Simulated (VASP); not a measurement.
A run of VASP 6.6.1 is set up as follows.

The input INCAR:

```
PREC     = Accurate       # precision mode
ENCUT    = 520            # plane-wave cutoff, eV
EDIFF    = 1E-7           # SCF threshold, eV
ISMEAR   = -1             # smearing method
SIGMA    = 0.05           # smearing width, eV
LREAL    = False          # projectors in reciprocal space
LASPH    = True           # aspherical terms in the spheres
NELM     = 80             # most SCF steps
ALGO     = Normal         # electronic algorithm
ISIF     = 2              # what is computed and relaxed
LWAVE    = False          # write WAVECAR
LCHARG   = False          # write CHGCAR
GGA      = CA             # functional
NBANDS   = 36             # bands
```

The input KPOINTS:

```
Automatic mesh
0
Gamma
  6 6 6
```

File POSCAR:

```
GaGe3
1.0
    4.3347680618      0.0000000000      0.0000000000
    0.0000000000      4.3347680618      0.0000000000
    0.0000000000      0.0000000000      4.3347680618
Ge Ga
3 1
Direct
    0.5000000000      0.5000000000      0.0000000000
    0.5000000000      0.0000000000      0.5000000000
    0.0000000000      0.5000000000      0.5000000000
    0.0000000000      0.0000000000      0.0000000000
```

Potentials or basis: VASP PAW LDA potentials, release 64 (Ge_d, Ga_d).

Launch:

```console
$ cat potpaw_LDA.64/Ge_d/POTCAR potpaw_LDA.64/Ga_d/POTCAR > POTCAR
$ mpirun -np 1 vasp_std > vasp.out
```

Problem. Predict the pressure.

Solution. -6.5 GPa.
